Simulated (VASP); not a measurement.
Wanted: the native input for a VASP 6.6.1 run.

```yaml
Task: single point
Functional: PBEsol
Potentials_or_basis: VASP PAW PBE potentials, release 64 (Co, O)
Cutoff: 520 eV
k_mesh: 10 × 10 × 10
Occupations: fermi-dirac, width 0.05 eV
Spin: collinear spin, ferromagnetic start
Starting_moments: "[2.0, 0.0] μB"
Dipole_correction: no
Further_INCAR_settings: ALGO = Normal; EDIFF = 1e-06; NBANDS = 18
```

The structure of CoO lies in POSCAR:

```
CoO
1.0
    1.5805655677      0.9125399560      2.5317845992
   -1.5805655677      0.9125399560      2.5317845992
    0.0000000000     -1.8250799120      2.5317845992
Co O
1 1
Direct
    0.9989783200      0.9989783200      0.9989783200
    0.7510210300      0.7510210300      0.7510210300
```

These files were run (other wordings do the same):

INCAR

```
PREC     = Accurate       # precision mode
ENCUT    = 520            # plane-wave cutoff, eV
EDIFF    = 1E-6           # SCF threshold, eV
ISMEAR   = -1             # smearing method
SIGMA    = 0.05           # smearing width, eV
LREAL    = False          # projectors in reciprocal space
LASPH    = True           # aspherical terms in the spheres
NELM     = 150            # most SCF steps
ALGO     = Normal         # electronic algorithm
ISIF     = 2              # what is computed and relaxed
LWAVE    = False          # write WAVECAR
LCHARG   = False          # write CHGCAR
ISPIN    = 2              # spin polarisation
MAGMOM   = 2 0            # initial moments
LORBIT   = 11             # projections on sites
LMAXMIX  = 4              # l up to which the mixer works
GGA      = PS             # functional
NBANDS   = 18             # bands
```

KPOINTS

```
regular mesh
0
Gamma
  10 10 10
```

Potentials or basis: VASP PAW PBE potentials, release 64 (Co, O).

Launch:

```console
$ cat potpaw_PBE.64/Co/POTCAR potpaw_PBE.64/O/POTCAR > POTCAR
$ mpirun -np 1 vasp_std > vasp.out
```

It gave:

- Pressure: -4.3 GPa
- Largest force: 0.257 eV/Å
- Net moment: 2.53 μB per cell
- Site moments: Co +2.19; O +0.27 μB
- Valence electrons inside the program's atomic spheres: Co 8.10; O 4.97

Caveat: the PAW data sets were made with another functional, which shifts forces and pressure a little; a cell with one magnetic atom can't hold antiferromagnetic order, which such compounds often take.

Wall time 60 s on 1 thread of AMD EPYC 9R45 96-Core Processor (Zen 5), with other jobs on the host, peak memory 0.17 GiB.
